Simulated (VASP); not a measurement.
# WC (R-3m) in VASP: a series of runs

Runs on WC. Level: r2SCAN. Tasks: single point.

Program: VASP 6.6.1. These are calculated values, not measurements. Logs are shortened: lines on timing, memory, paths and dates and some standing lists are left out, and cuts for length are marked.

### 1 The cell of the first run

The structure is trigonal, space group R-3m (No. 166). Conventional cell: a = 3.091 Å, b = 3.091 Å, c = 7.646 Å, α = 90.00°, β = 90.00°, γ = 120.00°. W (site symmetry -3m) has 6 C at 2.19 Å within 2.9 Å. Within 2.9 Å of C (site symmetry -3m) lie 6 W at 2.19 Å.

### 2 Single point, r2SCAN

Contents of POSCAR:

```
WC
1.0
    0.0146178933      2.1999929467      2.1999929467
    2.1999929467      0.0146178933      2.1999929467
    2.1999929467      2.1999929467      0.0146178933
W C
1 1
Direct
    0.0000000000      0.0000000000      0.0000000000
    0.5000000000      0.5000000000      0.5000000000
```

Contents of INCAR.step1:

```
  ALGO = Normal
  EDIFF = 1E-4
  ENCUT = 520
  GGA = PE
  ISMEAR = -1
  LASPH = T
  LCHARG = F
  LREAL = F
  LWAVE = T
  NBANDS = 16
  NELM = 80
  PREC = Accurate
  SIGMA = 0.1
```

Contents of INCAR.step2:

```
  ALGO = Normal
  EDIFF = 1E-6
  ENCUT = 520
  ISIF = 2
  ISMEAR = -1
  ISTART = 1
  LASPH = T
  LCHARG = F
  LMIXTAU = T
  LREAL = F
  LWAVE = F
  METAGGA = R2SCAN
  NBANDS = 16
  NELM = 80
  PREC = Accurate
  SIGMA = 0.1
```

Contents of KPOINTS:

```
k-points
0
Gamma
  14 14 14
```

Potentials or basis: VASP PAW PBE potentials, release 64 (W_sv, C).

Started as:

```bash
$ cat potpaw_PBE.64/W_sv/POTCAR potpaw_PBE.64/C/POTCAR > POTCAR
$ cp INCAR.step1 INCAR
$ mpirun -np 1 vasp_std > vasp.out
$ cp INCAR.step2 INCAR
$ mpirun -np 1 vasp_std > vasp.out
```

OUTCAR:

```text
EDIFF = 1E-6
   ENCUT = 520
   ISIF = 2
   ISMEAR = -1
   ISTART = 1
   LASPH = T
   LREAL = F
   METAGGA = R2SCAN
   NELM = 80
   PREC = Accurate

 ion  position               nearest neighbor table
   1  0.000  0.000  0.000-   2 2.19   2 2.19   2 2.19   2 2.19   2 2.19   2 2.19
   2  0.500  0.500  0.500-   1 2.19   1 2.19   1 2.19   1 2.19   1 2.19   1 2.19

  LATTYP: Found a trigonal (rhomboedric) cell.
 ALAT       =     3.1112942024
 COS(alpha) =     0.5066333344

  Lattice vectors:

 A1 = (   0.0146178933,   2.1999929467,   2.1999929467)
 A2 = (   2.1999929467,   0.0146178933,   2.1999929467)
 A3 = (   2.1999929467,   2.1999929467,   0.0146178933)

Analysis of symmetry for initial positions (statically):
=====================================================================
 Subroutine PRICEL returns:
 Original cell was already a primitive cell.

 Routine SETGRP: Setting up the symmetry group for a
 trigonal (rhombohedral) supercell.

 Subroutine GETGRP returns: Found 12 space group operations
 (whereof 12 operations were pure point group operations)
 out of a pool of 12 trial point group operations.

The static configuration has the point symmetry D_3d.

Analysis of symmetry for dynamics (positions and initial velocities):
=====================================================================
 Subroutine PRICEL returns:
 Original cell was already a primitive cell.

 Routine SETGRP: Setting up the symmetry group for a
 trigonal (rhombohedral) supercell.

 Subroutine GETGRP returns: Found 12 space group operations
 (whereof 12 operations were pure point group operations)
 out of a pool of 12 trial point group operations.

The dynamic configuration has the point symmetry D_3d.

 Subroutine INISYM returns: Found 12 space group operations
 (whereof 12 operations are pure point group operations),
 and found     1 'primitive' translations

----------------------------------------------------------------------------------------

                                     Primitive cell

  volume of cell :      21.0835

  direct lattice vectors                    reciprocal lattice vectors
     0.014617893  2.199992947  2.199992947    -0.229551275  0.228036085  0.228036085
     2.199992947  0.014617893  2.199992947     0.228036085 -0.229551275  0.228036085
     2.199992947  2.199992947  0.014617893     0.228036085  0.228036085 -0.229551275

  length of vectors
     3.111294202  3.111294202  3.111294202     0.395846813  0.395846813  0.395846813

  position of ions in fractional coordinates (direct lattice)
     0.000000000  0.000000000  0.000000000
     0.500000000  0.500000000  0.500000000

  ion indices of the primitive-cell ions
   primitive index   ion index
                 1           1
                 2           2

----------------------------------------------------------------------------------------

 KPOINTS: k-points

Automatic generation of k-mesh.
 Grid dimensions read from file:
 generate k-points for:   14   14   14

 Generating k-lattice:

  Cartesian coordinates                     Fractional coordinates (reciprocal lattice)
    -0.016396520  0.016288292  0.016288292     0.071428571  0.000000000  0.000000000
     0.016288292 -0.016396520  0.016288292     0.000000000  0.071428571  0.000000000
     0.016288292  0.016288292 -0.016396520     0.000000000  0.000000000  0.071428571

  Length of vectors
     0.028274772  0.028274772  0.028274772

  Shift w.r.t. Gamma in fractional coordinates (k-lattice)
     0.000000000  0.000000000  0.000000000

 Subroutine IBZKPT returns following result:
 ===========================================

 Found    288 irreducible k-points:

 Following reciprocal coordinates:
            Coordinates               Weight
  0.000000  0.000000  0.000000      1.000000
  0.071429  0.000000  0.000000      6.000000
  0.142857  0.000000 -0.000000      6.000000
  0.214286 -0.000000  0.000000      6.000000
  0.285714 -0.000000 -0.000000      6.000000
  0.357143  0.000000  0.000000      6.000000
[... 16 lines left out ...]
  0.214286  0.142857 -0.000000     12.000000
  0.285714  0.142857 -0.000000     12.000000
 [... further k-points ...]
   k-points           NKPTS =    288   k-points in BZ     NKDIM =    288   number of bands    NBANDS=     16
   number of dos      NEDOS =    301   number of ions     NIONS =      2
   total plane-waves  NPLWV =  13824
   dimension x,y,z NGX =    24 NGY =   24 NGZ =   24
   dimension x,y,z NGXF=    48 NGYF=   48 NGZF=   48
   ions per type =               1   1
   NGX,Y,Z   is equivalent  to a cutoff of  12.82, 12.82, 12.82 a.u.
   NGXF,Y,Z  is equivalent  to a cutoff of  25.65, 25.65, 25.65 a.u.
 SYSTEM =  unknown system
   PREC   = accura    normal or accurate (medium, high low for compatibility)
   ISTART =      1    job   : 0-new  1-cont  2-samecut
   ICHARG =      0    charge: 1-file 2-atom 10-const
   ISPIN  =      1    spin polarized calculation?
   LNONCOLLINEAR =      F non collinear calculations
   LSORBIT =      F    spin-orbit coupling
   LASPH  =      T    aspherical Exc in radial PAW
   ENCUT  =  520.0 eV  38.22 Ry    6.18 a.u.   5.78  5.78  5.78*2*pi/ulx,y,z
   NELM   =     80;   NELMIN=  2; NELMDL=  0     # of ELM steps
   EDIFF  = 0.1E-05   stopping-criterion for ELM
   LREAL  =      F    real-space projection
   EDIFFG = 0.1E-04   stopping-criterion for IOM
   NSW    =      0    number of steps for IOM
   IBRION =     -1    ionic relax: 0-MD 1-quasi-New 2-CG
   NFREE  =      0    steps in history (QN), initial steepest desc. (CG)
   ISIF   =      2    stress and relaxation
   ISYM   =      2    0-nonsym 1-usesym 2-fastsym
   POTIM  = 0.5000    time-step for ionic-motion
   TEBEG  =    0.0;   TEEND  =   0.0 temperature during run
   PSTRESS=    0.0 pullay stress
   NELECT =      18.0000    total number of electrons
   NUPDOWN=      -1.0000    fix difference up-down
   EMIN   =  10.00;   EMAX   =-10.00  energy-range for DOS
   EFERMI =   0.00;   METHOD = LEGACY
   ISMEAR =    -1;   SIGMA  =   0.10  broadening in eV -4-tet -1-fermi 0-gaus
   EFERMI_NEDOS =   21; number of points for ismear=-14 and -15
   IALGO  =     38    algorithm
   IMIX   =      4    mixing-type and parameters
     AMIX     =   0.40;   BMIX     =  1.00
     AMIX_MAG =   1.60;   BMIX_MAG =  1.00
  volume/ion in A,a.u.               =      10.54        71.14
  Fermi-wavevector in a.u.,A,eV,Ry     =   1.553046  2.934832 32.816615  2.411953
  Thomas-Fermi vector in A             =   2.657334
   LORBIT       =      0    0 simple, 1 ext, 2 COOP (PROOUT), +10 PAW based schemes
   METAGGA = R2SCAN    functional components
   LHFCALC =     F    Hartree Fock is set to
   AEXX    =    0.0000 exact exchange contribution
   IVDW    =     0    specifies the selected vdW correction
   LEPSILON=     F    determine dielectric tensor
   LRPA    =     F    only Hartree local field effects (RPA)
 non-spin polarized calculation
  energy-cutoff  :      520.00
  volume of cell :       21.08
 maximum number of plane-waves:       588
   NGX = 11   NGY = 11   NGZ = 11

 number of electron      18.0000001 magnetization

 Free energy of the ion-electron system (eV)
  ---------------------------------------------------
  ext. energy  EPLUGINS =         0.00000000
  ---------------------------------------------------
  free energy    TOTEN  =       -60.63499836 eV

  energy without entropy =      -60.60093049  energy(sigma->0) =      -60.61796442

 E-fermi :  12.4034     XC(G=0): -14.8513

 val. band max:       12.4013697737   @ k =  -0.2857   0.3571   0.0714
 cond. band min:      12.4062746163   @ k =   0.2143   0.0714   0.0714
 fundamental gap:      0.0049048426
 Fermi energy:        12.4034487902

 k-point     1 :       0.0000    0.0000    0.0000
  band No.  band energies     occupation
      1     -65.0559      2.00000
      2     -28.4007      2.00000
      3     -28.3858      2.00000
      4     -28.3858      2.00000
      5      -4.3039      2.00000
      6       9.4675      2.00000
[... 8 lines left out ...]
     15      22.9987      0.00000
     16      36.1491      0.00000

 k-point     2 :       0.0714    0.0000    0.0000
  band No.  band energies     occupation
      1     -65.0538      2.00000
      2     -28.4210      2.00000
      3     -28.4014      2.00000
      4     -28.3894      2.00000
      5      -4.1556      2.00000
      6       9.0357      2.00000
[... 8 lines left out ...]
     15      23.3410      0.00000
     16      34.8006      0.00000

 k-point     3 :       0.1429    0.0000   -0.0000
  band No.  band energies     occupation
      1     -65.0480      2.00000
      2     -28.5105      2.00000
      3     -28.4114      2.00000
      4     -28.3995      2.00000
      5      -3.7241      2.00000
      6       7.8919      2.00000
[... 8 lines left out ...]
     15      24.2344      0.00000
     16      32.4649      0.00000

 k-point     4 :       0.2143   -0.0000    0.0000
  band No.  band energies     occupation
      1     -65.0395      2.00000
      2     -28.6387      2.00000
      3     -28.4246      2.00000
      4     -28.4141      2.00000
      5      -3.0473      2.00000
      6       6.5781      2.00000
[... 8 lines left out ...]
     15      25.1812      0.00000
     16      30.8679      0.00000

 k-point     5 :       0.2857   -0.0000   -0.0000
  band No.  band energies     occupation
      1     -65.0302      2.00000
      2     -28.7781      2.00000
      3     -28.4392      2.00000
      4     -28.4302      2.00000
      5      -2.1824      2.00000
      6       5.2486      2.00000
[... 8 lines left out ...]
     15      25.6783      0.00000
     16      28.8805      0.00000

 k-point     6 :       0.3571    0.0000    0.0000
  band No.  band energies     occupation
      1     -65.0217      2.00000
      2     -28.9012      2.00000
      3     -28.4523      2.00000
      4     -28.4446      2.00000
      5      -1.2015      2.00000
      6       3.9762      2.00000
[... 8 lines left out ...]
     15      26.3650      0.00000
     16      26.8108      0.00000

 k-point     7 :       0.4286   -0.0000    0.0000
  band No.  band energies     occupation
      1     -65.0159      2.00000
      2     -28.9851      2.00000
      3     -28.4612      2.00000
      4     -28.4545      2.00000
      5      -0.2161      2.00000
      6       2.8391      2.00000
[... 8 lines left out ...]
     15      25.2434      0.00000
     16      25.4304      0.00000

 k-point     8 :       0.5000   -0.0000    0.0000
  band No.  band energies     occupation
      1     -65.0138      2.00000
      2     -29.0148      2.00000
      3     -28.4644      2.00000
      4     -28.4581      2.00000
      5       0.3576      2.00000
      6       2.2194      2.00000
[... 8 lines left out ...]
     15      24.5931      0.00000
     16      24.7788      0.00000

 k-point     9 :       0.0714    0.0714    0.0000
  band No.  band energies     occupation
      1     -65.0532      2.00000
      2     -28.4232      2.00000
      3     -28.4045      2.00000
      4     -28.3967      2.00000
      5      -4.1090      2.00000
      6       9.0005      2.00000
[... 8 lines left out ...]
     15      23.4503      0.00000
     16      34.5644      0.00000
[... 172 lines left out ...]
 k-point    19 :      -0.2143    0.0714   -0.0000
  band No.  band energies     occupation
      1     -65.0350      2.00000
      2     -28.6894      2.00000
      3     -28.4541      2.00000
      4     -28.4173      2.00000
      5      -2.6795      2.00000
      6       5.9650      2.00000
[... 8 lines left out ...]
     15      25.5531      0.00000
     16      28.8687      0.00000

 k-point    20 :      -0.1429    0.0714    0.0000
  band No.  band energies     occupation
      1     -65.0437      2.00000
      2     -28.5612      2.00000
      3     -28.4348      2.00000
      4     -28.4042      2.00000
      5      -3.4071      2.00000
      6       7.2623      2.00000
[... 8 lines left out ...]
     15      24.8261      0.00000
     16      30.6859      0.00000

 k-point    21 :      -0.0714    0.0714    0.0000
  band No.  band energies     occupation
      1     -65.0505      2.00000
      2     -28.4637      2.00000
      3     -28.4152      2.00000
      4     -28.3961      2.00000
      5      -3.9143      2.00000
      6       8.4858      2.00000
[... 8 lines left out ...]
     15      23.8781      0.00000
     16      33.0789      0.00000

 k-point    22 :       0.1429    0.1429    0.0000
  band No.  band energies     occupation
      1     -65.0455      2.00000
      2     -28.5036      2.00000
      3     -28.4377      2.00000
      4     -28.4272      2.00000
      5      -3.5711      2.00000
      6       6.9846      2.00000
[... 8 lines left out ...]
     15      24.6873      0.00000
     16      32.1873      0.00000

 k-point    23 :       0.2143    0.1429   -0.0000
  band No.  band energies     occupation
      1     -65.0392      2.00000
      2     -28.5845      2.00000
      3     -28.4584      2.00000
      4     -28.4414      2.00000
      5      -3.1240      2.00000
      6       6.1022      2.00000
[... 8 lines left out ...]
     15      25.5792      0.00000
     16      30.1163      0.00000

 k-point    24 :       0.2857    0.1429   -0.0000
  band No.  band energies     occupation
      1     -65.0311      2.00000
      2     -28.6978      2.00000
      3     -28.4772      2.00000
      4     -28.4581      2.00000
      5      -2.4867      2.00000
      6       5.2784      2.00000
[... 8 lines left out ...]
     15      26.0449      0.00000
     16      28.3590      0.00000

 [... further k-points ...]
[... 5 lines left out ...]
  --------------------------------------------------------------------------------------
  -------------------------------------------------------------------------------------
  Total       -0.4519622     -0.4519622     -0.4519622     -0.0885195     -0.0885195     -0.0885195
  in kB      -34.3454363    -34.3454363    -34.3454363     -6.7267609     -6.7267609     -6.7267609
  external PRESSURE =     -34.3454363 kB  Pullay stress =       0.0000000 kB

 VOLUME and BASIS-vectors are now :
 -----------------------------------------------------------------------------
  energy-cutoff  :      520.00
  volume of cell :       21.08
      direct lattice vectors                 reciprocal lattice vectors
     0.014617893  2.199992947  2.199992947    -0.229551275  0.228036085  0.228036085
     2.199992947  0.014617893  2.199992947     0.228036085 -0.229551275  0.228036085
     2.199992947  2.199992947  0.014617893     0.228036085  0.228036085 -0.229551275

 POSITION                                       TOTAL-FORCE (eV/Angst)
 -----------------------------------------------------------------------------------
      0.00000      0.00000      0.00000         0.000000     -0.000000      0.000000
      2.20730      2.20730      2.20730        -0.000000      0.000000     -0.000000
 -----------------------------------------------------------------------------------
    total drift:                                0.000000     -0.000000     -0.000000

  FREE ENERGIE OF THE ION-ELECTRON SYSTEM (eV)
  ---------------------------------------------------
  free  energy   TOTEN  =       -60.6349983554 eV

  energy  without entropy=      -60.6009304912  energy(sigma->0) =      -60.61796442
```

Wall time 3.3 min (1 thread of Intel Xeon Platinum 8259CL at 2.50GHz (Skylake/Cascade Lake), shared host); peak memory 0.22 GiB.

Results:

```
Free energy            : -60.6350 eV
Pressure               : -3.4 GPa
Band gap on the k mesh : zero (band 9 reaches 13.45 eV, above the bottom of band 10 at 10.23 eV)
```

Stress tensor (GPa, compression positive):
```
-3.43 -0.67 -0.67
-0.67 -3.43 -0.67
-0.67 -0.67 -3.43
```

Caveat: the PAW data sets were made with another functional, which shifts forces and pressure a little; spin-orbit coupling is left out, which moves the levels of the heavy elements.

[end of part 1 of 2]
